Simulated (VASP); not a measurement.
# Na (Im-3m) in VASP: further runs

The runs below take Na through single point, with PBEsol.

All numbers are computed with VASP 6.6.1; they aren't measurements. Logs are shortened: lines on timing, memory, paths and dates and some standing lists are left out, and cuts for length are marked.

## Step 1: The cell of the first run

It takes space group Im-3m (No. 229, cubic). Conventional cell: a = 4.235 Å, b = 4.235 Å, c = 4.235 Å, α = 90.00°, β = 90.00°, γ = 90.00°. Na (site symmetry m-3m) has 14 Na at 3.67 to 4.24 Å within 4.8 Å.

## Step 2: Single point, PBEsol

Contents of INCAR:

```
  PREC = Accurate
  ENCUT = 520
  EDIFF = 1E-7
  ISMEAR = 0
  SIGMA = 0.15
  LREAL = False
  LASPH = True
  NELM = 80
  ALGO = Fast
  ISIF = 2
  LWAVE = False
  LCHARG = False
  GGA = PS
  NBANDS = 10
```

Contents of KPOINTS:

```
regular mesh
0
Gamma
  16 16 16
```

Contents of POSCAR:

```
Na
1.0
   -2.1175000000      2.1175000000      2.1175000000
    2.1175000000     -2.1175000000      2.1175000000
    2.1175000000      2.1175000000     -2.1175000000
Na
1
Direct
    0.0000000000      0.0000000000      0.0000000000
```

Potentials or basis: VASP PAW PBE potentials, release 64 (Na_pv).

The run is started by

```sh
$ cat potpaw_PBE.64/Na_pv/POTCAR > POTCAR
$ mpirun -np 1 vasp_std > vasp.out
```

OUTCAR:

```text
PREC = Accurate
   ENCUT = 520
   EDIFF = 1E-7
   ISMEAR = 0
   LREAL = False
   LASPH = True
   NELM = 80
   ISIF = 2
   GGA = PS

 ion  position               nearest neighbor table
   1  0.000  0.000  0.000-

  LATTYP: Found a body centered cubic cell.
 ALAT       =     4.2350000000

  Lattice vectors:

 A1 = (  -2.1175000000,   2.1175000000,   2.1175000000)
 A2 = (   2.1175000000,  -2.1175000000,   2.1175000000)
 A3 = (   2.1175000000,   2.1175000000,  -2.1175000000)

Analysis of symmetry for initial positions (statically):
=====================================================================
 Subroutine PRICEL returns:
 Original cell was already a primitive cell.

 Routine SETGRP: Setting up the symmetry group for a
 body centered cubic supercell.

 Subroutine GETGRP returns: Found 48 space group operations
 (whereof 48 operations were pure point group operations)
 out of a pool of 48 trial point group operations.

The static configuration has the point symmetry O_h .

Analysis of symmetry for dynamics (positions and initial velocities):
=====================================================================
 Subroutine PRICEL returns:
 Original cell was already a primitive cell.

 Routine SETGRP: Setting up the symmetry group for a
 body centered cubic supercell.

 Subroutine GETGRP returns: Found 48 space group operations
 (whereof 48 operations were pure point group operations)
 out of a pool of 48 trial point group operations.

The dynamic configuration has the point symmetry O_h .

 Subroutine INISYM returns: Found 48 space group operations
 (whereof 48 operations are pure point group operations),
 and found     1 'primitive' translations

----------------------------------------------------------------------------------------

                                     Primitive cell

  volume of cell :      37.9778

  direct lattice vectors                    reciprocal lattice vectors
    -2.117500000  2.117500000  2.117500000     0.000000000  0.236127509  0.236127509
     2.117500000 -2.117500000  2.117500000     0.236127509  0.000000000  0.236127509
     2.117500000  2.117500000 -2.117500000     0.236127509  0.236127509  0.000000000

  length of vectors
     3.667617585  3.667617585  3.667617585     0.333934725  0.333934725  0.333934725

  position of ions in fractional coordinates (direct lattice)
     0.000000000  0.000000000  0.000000000

  ion indices of the primitive-cell ions
   primitive index   ion index
                 1           1

----------------------------------------------------------------------------------------

 KPOINTS: regular mesh

Automatic generation of k-mesh.
 Grid dimensions read from file:
 generate k-points for:   16   16   16

 Generating k-lattice:

  Cartesian coordinates                     Fractional coordinates (reciprocal lattice)
     0.000000000  0.014757969  0.014757969     0.062500000  0.000000000  0.000000000
     0.014757969  0.000000000  0.014757969     0.000000000  0.062500000  0.000000000
     0.014757969  0.014757969  0.000000000     0.000000000  0.000000000  0.062500000

  Length of vectors
     0.020870920  0.020870920  0.020870920

  Shift w.r.t. Gamma in fractional coordinates (k-lattice)
     0.000000000  0.000000000  0.000000000

 Subroutine IBZKPT returns following result:
 ===========================================

 Found    145 irreducible k-points:

 Following reciprocal coordinates:
            Coordinates               Weight
  0.000000  0.000000  0.000000      1.000000
  0.062500  0.000000  0.000000     12.000000
  0.125000  0.000000  0.000000     12.000000
  0.187500  0.000000  0.000000     12.000000
  0.250000  0.000000  0.000000     12.000000
  0.312500  0.000000  0.000000     12.000000
[... 16 lines left out ...]
  0.187500  0.187500  0.000000     24.000000
  0.250000  0.187500  0.000000     48.000000
 [... further k-points ...]
   k-points           NKPTS =    145   k-points in BZ     NKDIM =    145   number of bands    NBANDS=     10
   number of dos      NEDOS =    301   number of ions     NIONS =      1
   total plane-waves  NPLWV =  21952
   dimension x,y,z NGX =    28 NGY =   28 NGZ =   28
   dimension x,y,z NGXF=    56 NGYF=   56 NGZF=   56
   ions per type =               1
   NGX,Y,Z   is equivalent  to a cutoff of  12.69, 12.69, 12.69 a.u.
   NGXF,Y,Z  is equivalent  to a cutoff of  25.38, 25.38, 25.38 a.u.
 SYSTEM =  unknown system
   PREC   = accura    normal or accurate (medium, high low for compatibility)
   ISTART =      0    job   : 0-new  1-cont  2-samecut
   ICHARG =      2    charge: 1-file 2-atom 10-const
   ISPIN  =      1    spin polarized calculation?
   LNONCOLLINEAR =      F non collinear calculations
   LSORBIT =      F    spin-orbit coupling
   LASPH  =      T    aspherical Exc in radial PAW
   ENCUT  =  520.0 eV  38.22 Ry    6.18 a.u.   6.82  6.82  6.82*2*pi/ulx,y,z
   NELM   =     80;   NELMIN=  2; NELMDL= -5     # of ELM steps
   EDIFF  = 0.1E-06   stopping-criterion for ELM
   LREAL  =      F    real-space projection
   EDIFFG = 0.1E-05   stopping-criterion for IOM
   NSW    =      0    number of steps for IOM
   IBRION =     -1    ionic relax: 0-MD 1-quasi-New 2-CG
   NFREE  =      0    steps in history (QN), initial steepest desc. (CG)
   ISIF   =      2    stress and relaxation
   ISYM   =      2    0-nonsym 1-usesym 2-fastsym
   POTIM  = 0.5000    time-step for ionic-motion
   TEBEG  =    0.0;   TEEND  =   0.0 temperature during run
   PSTRESS=    0.0 pullay stress
   NELECT =       7.0000    total number of electrons
   NUPDOWN=      -1.0000    fix difference up-down
   EMIN   =  10.00;   EMAX   =-10.00  energy-range for DOS
   EFERMI =   0.00;   METHOD = LEGACY
   ISMEAR =     0;   SIGMA  =   0.15  broadening in eV -4-tet -1-fermi 0-gaus
   EFERMI_NEDOS =   21; number of points for ismear=-14 and -15
   IALGO  =     68    algorithm
   IMIX   =      4    mixing-type and parameters
     AMIX     =   0.40;   BMIX     =  1.00
     AMIX_MAG =   1.60;   BMIX_MAG =  1.00
  volume/ion in A,a.u.               =      37.98       256.29
  Fermi-wavevector in a.u.,A,eV,Ry     =   0.931674  1.760609 11.810087  0.868017
  Thomas-Fermi vector in A             =   2.058192
   LORBIT       =      0    0 simple, 1 ext, 2 COOP (PROOUT), +10 PAW based schemes
   GGA     = PS    functional components
   LHFCALC =     F    Hartree Fock is set to
   AEXX    =    0.0000 exact exchange contribution
   IVDW    =     0    specifies the selected vdW correction
   LEPSILON=     F    determine dielectric tensor
   LRPA    =     F    only Hartree local field effects (RPA)
 non-spin polarized calculation
 RMM-DIIS sequential band-by-band and
 Gauss-broadening in eV      SIGMA  =   0.15
  energy-cutoff  :      520.00
  volume of cell :       37.98
 maximum number of plane-waves:      1055
   NGX = 13   NGY = 13   NGZ = 13

 number of electron       7.0000012 magnetization

 Free energy of the ion-electron system (eV)
  ---------------------------------------------------
  ext. energy  EPLUGINS =         0.00000000
  ---------------------------------------------------
  free energy    TOTEN  =        -1.40070283 eV

  energy without entropy =       -1.39553025  energy(sigma->0) =       -1.39811654

 E-fermi :   0.2383     XC(G=0):  -6.4377

 val. band max:        0.2279549572   @ k =  -0.3750   0.4375   0.1250
 cond. band min:       0.2875881405   @ k =  -0.4375   0.4375   0.0625
 fundamental gap:      0.0596331833
 Fermi energy:         0.2382907781

 k-point     1 :       0.0000    0.0000    0.0000
  band No.  band energies     occupation
      1     -24.5677      2.00000
      2     -24.5677      2.00000
      3     -24.5677      2.00000
      4      -2.9886      2.00000
      5      11.8144      0.00000
      6      11.8144      0.00000
      7      11.8144      0.00000
      8      12.8046      0.00000
      9      12.8046      0.00000
     10      13.3372      0.00000

 k-point     2 :       0.0625    0.0000    0.0000
  band No.  band energies     occupation
      1     -24.5689      2.00000
      2     -24.5681      2.00000
      3     -24.5677      2.00000
      4      -2.9209      2.00000
      5      10.8559      0.00000
      6      11.3464      0.00000
      7      11.5263      0.00000
      8      12.1854      0.00000
      9      12.3194      0.00000
     10      13.6137      0.00000

 k-point     3 :       0.1250    0.0000    0.0000
  band No.  band energies     occupation
      1     -24.5726      2.00000
      2     -24.5693      2.00000
      3     -24.5677      2.00000
      4      -2.7183      2.00000
      5       9.2445      0.00000
      6      10.6086      0.00000
      7      10.9939      0.00000
      8      11.4460      0.00000
      9      12.0704      0.00000
     10      13.6953      0.00000

 k-point     4 :       0.1875    0.0000    0.0000
  band No.  band energies     occupation
      1     -24.5779      2.00000
      2     -24.5711      2.00000
      3     -24.5676      2.00000
      4      -2.3824      2.00000
      5       7.6611      0.00000
      6       9.9310      0.00000
      7      10.4747      0.00000
      8      10.8083      0.00000
      9      11.7250      0.00000
     10      13.9285      0.00000
[... 222 lines left out ...]
 k-point    22 :       0.4375    0.1250    0.0000
  band No.  band energies     occupation
      1     -24.5990      2.00000
      2     -24.5803      2.00000
      3     -24.5693      2.00000
      4       1.1604      0.00000
      5       1.6325      0.00000
      6       6.3941      0.00000
      7       8.6037      0.00000
      8      10.4460      0.00000
      9      12.5422      0.00000
     10      14.9232      0.00000

 k-point    23 :       0.1875    0.1875    0.0000
  band No.  band energies     occupation
      1     -24.5900      2.00000
      2     -24.5756      2.00000
      3     -24.5700      2.00000
      4      -1.1908      2.00000
      5       5.5403      0.00000
      6       6.2541      0.00000
      7       9.0656      0.00000
      8      11.4803      0.00000
      9      12.3931      0.00000
     10      14.8634      0.00000

 k-point    24 :       0.2500    0.1875    0.0000
  band No.  band energies     occupation
      1     -24.5934      2.00000
      2     -24.5783      2.00000
      3     -24.5704      2.00000
      4      -0.5405      2.00000
      5       4.4391      0.00000
      6       5.6611      0.00000
      7       8.7127      0.00000
      8      11.4082      0.00000
      9      12.6963      0.00000
     10      14.6032      0.00000

 [... further k-points ...]

------------------------ aborting loop because EDIFF is reached ----------------------------------------

  FORCE on cell =-STRESS in cart. coord.  units (eV):
  Direction    XX          YY          ZZ          XY          YZ          ZX
  --------------------------------------------------------------------------------------
  -------------------------------------------------------------------------------------
  Total       -0.0706998     -0.0706998     -0.0706998      0.0000000      0.0000000     -0.0000000
  in kB       -2.9826223     -2.9826223     -2.9826223      0.0000000      0.0000000     -0.0000000
  external PRESSURE =      -2.9826223 kB  Pullay stress =       0.0000000 kB

 VOLUME and BASIS-vectors are now :
 -----------------------------------------------------------------------------
  energy-cutoff  :      520.00
  volume of cell :       37.98
      direct lattice vectors                 reciprocal lattice vectors
    -2.117500000  2.117500000  2.117500000     0.000000000  0.236127509  0.236127509
     2.117500000 -2.117500000  2.117500000     0.236127509  0.000000000  0.236127509
     2.117500000  2.117500000 -2.117500000     0.236127509  0.236127509  0.000000000

 POSITION                                       TOTAL-FORCE (eV/Angst)
 -----------------------------------------------------------------------------------
      0.00000      0.00000      0.00000         0.000000     -0.000000      0.000000
 -----------------------------------------------------------------------------------
    total drift:                               -0.000000     -0.000000     -0.000000

  FREE ENERGIE OF THE ION-ELECTRON SYSTEM (eV)
  ---------------------------------------------------
  free  energy   TOTEN  =        -1.4007028303 eV

  energy  without entropy=       -1.3955302482  energy(sigma->0) =       -1.39811654
```

Run time: 80 s. Hardware: 1 thread of Intel Xeon 8259CL, shared host; peak memory 0.18 GiB.

What came out:

* Free energy: -1.4007 eV
* Pressure: -0.3 GPa
* Band gap on the k mesh: zero (an odd number of electrons rules out a gap without spin polarisation)

Caveat: the PAW data sets were made with another functional, which shifts forces and pressure a little.

## Step 3: Single point, PBEsol

Contents of INCAR:

```
SYSTEM = Na
  PREC = Accurate
  ENCUT = 520
  EDIFF = 1E-6
  ISMEAR = 0
  SIGMA = 0.15
  LREAL = .FALSE.
  LASPH = .TRUE.
  NELM = 80
  ALGO = Normal
  ISIF = 2
  LWAVE = .FALSE.
  LCHARG = .FALSE.
  GGA = PS
  NBANDS = 10
```

Contents of KPOINTS:

```
Automatic mesh
0
G
  18 18 18
  0 0 0
```

POSCAR is that of step 2.

Potentials or basis: VASP PAW PBE potentials, release 64 (Na_pv).

The run is started by

```sh
$ cat potpaw_PBE.64/Na_pv/POTCAR > POTCAR
$ mpirun -np 1 vasp_std > vasp.out
```

It took 66 s on 1 thread of Intel Xeon 8259CL, shared host; peak memory 0.19 GiB.

Results (log left out):

```
Free energy            : -1.4005 eV
Pressure               : -0.3 GPa
Band gap on the k mesh : zero (an odd number of electrons rules out a gap without spin polarisation)
```

Levels at points of the mesh, in eV from the Fermi level:
| k point | band 1 | band 2 | band 3 | band 4 | band 5 | band 6 |
| --- | --- | --- | --- | --- | --- | --- |
| (0.00, 0.00, 0.00) | -24.81 | -24.81 | -24.81 | -3.23 | 11.57 | 11.57 |
| (0.50, 0.00, 0.00) | -24.84 | -24.82 | -24.81 | 0.74 | 1.20 | 8.10 |
| (0.50, 0.50, 0.50) | -24.83 | -24.83 | -24.83 | 4.47 | 4.47 | 4.80 |

Caveat: the PAW data sets were made with another functional, which shifts forces and pressure a little.
